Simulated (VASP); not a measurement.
Input of a VASP 6.6.1 run:

File INCAR:

```
  PREC = Accurate
  ENCUT = 500
  EDIFF = 1E-6
  ISMEAR = 0
  SIGMA = 0.1
  LREAL = False
  LASPH = True
  NELM = 120
  ALGO = Normal
  ISIF = 2
  LWAVE = False
  LCHARG = False
  GGA = CA
  NBANDS = 45
  GGA_COMPAT = False
```

The input KPOINTS:

```
Automatic mesh
0
Gamma
  4 4 4
```

File POSCAR:

```
Zr
1.0
   -2.7155207900      4.1680561700      3.1069835100
    2.7155207900     -4.1680561700      3.1069835100
    2.7155207900      4.1680561700     -3.1069835100
Zr
6
Direct
    0.2500000000      0.2500000000      0.0000000000
    0.7500000000      0.7500000000      0.0000000000
    0.3227186400      0.0783319100      0.4010505500
    0.8227186400      0.4216680900      0.2443867300
    0.6772813600      0.9216680900      0.5989494500
    0.1772813600      0.5783319100      0.7556132700
```

Potentials or basis: VASP PAW LDA potentials, release 64 (Zr_sv).

Run with:

```bash
$ cat potpaw_LDA.64/Zr_sv/POTCAR > POTCAR
$ mpirun -np 1 vasp_std > vasp.out
```

(1) Predict the largest force.

(2) Estimate the band gap on the k mesh.

(3) Predict the pressure.

## Answers

(1) 0.064 eV/Å.

(2) zero (bands 36 and 37 overlap by 0.13 eV).

(3) -6.4 GPa.

Caveat: the cell stands under tension.
